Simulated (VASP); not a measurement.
TaN, 6 atoms in the cell. The structure is hexagonal, space group P6/mmm (No. 191). The conventional cell has a = 5.069 Å, b = 5.069 Å, c = 2.878 Å, α = 90.00°, β = 90.00°, γ = 120.00°. Ta (site symmetry 6/mmm) has 6 N at 2.53 Å and 14 Ta at 2.88 to 3.26 Å within 3.3 Å. Ta (site symmetry -6m2) has 6 N at 2.05 Å within 2.7 Å. Within 2.7 Å of N (site symmetry mmm) lie 6 Ta at 2.05 to 2.53 Å and 4 N at 2.53 Å. 

* Program: VASP 6.6.1
* Task: single point
* Functional: PBEsol
* Potentials or basis: VASP PAW PBE potentials, release 64 (Ta_sv_GW, N)
* Cutoff: 700 eV
* k mesh: 12 × 12 × 12
* Occupations: gaussian, width 0.1 eV
* Spin: no spin polarisation
* Dipole correction: no
* Further INCAR settings: ALGO = Normal; EDIFF = 1e-06; NBANDS = 36

Potentials or basis: VASP PAW PBE potentials, release 64 (Ta_sv_GW, N).

The run is started by

```console
$ cat potpaw_PBE.64/Ta_sv_GW/POTCAR potpaw_PBE.64/N/POTCAR > POTCAR
$ mpirun -np 1 vasp_std > vasp.out
```

Hardware: 1 thread of Intel(R) Xeon(R) Platinum 8259CL CPU @ 2.50GHz (Skylake/Cascade Lake) (shared host).

Q: Estimate the wall time of this run.

A: Run time: 10 min on 1 thread of Intel(R) Xeon(R) Platinum 8259CL CPU @ 2.50GHz (Skylake/Cascade Lake) (shared host), peak memory 0.53 GiB. Counts: scf iterations 20, k points 133.
